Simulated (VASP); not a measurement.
A run of VASP 6.6.1 is set up as follows.

Contents of INCAR:

```
SYSTEM = GaN
ALGO = Normal
EDIFF = 1E-6
EDIFFG = -0.005
ENCUT = 600
IBRION = 2
ISIF = 3
ISMEAR = -1
LASPH = .True.
LCHARG = .False.
LREAL = .False.
LWAVE = .False.
NELM = 60
NSW = 80
PREC = Accurate
SIGMA = 0.02
```

The input KPOINTS:

```
k-points
0
Gamma
  8 8 8
  0 0 0
```

The input POSCAR:

```
GaN
1.0
    0.0000000000      2.2742071969      2.2742071969
    2.2742071969      0.0000000000      2.2742071969
    2.2742071969      2.2742071969      0.0000000000
Ga N
1 1
Direct
    0.0000000000      0.0000000000      0.0000000000
    0.7500000000      0.7500000000      0.7500000000
```

Potentials or basis: VASP PAW LDA potentials, release 64 (Ga_d, N).

Launch:

```bash
$ cat potpaw_LDA.64/Ga_d/POTCAR potpaw_LDA.64/N/POTCAR > POTCAR
$ mpirun -np 1 vasp_std > vasp.out
```

(1) Estimate the relaxed volume.

(2) Predict the band gap on the k mesh.

(3) Predict the relaxed cell.

## Answers

(1) 11.12 Å³/atom.

(2) 1.94 eV, direct.

(3) a = 3.156 Å, b = 3.156 Å, c = 3.156 Å, α = 60.00°, β = 60.00°, γ = 60.00°.
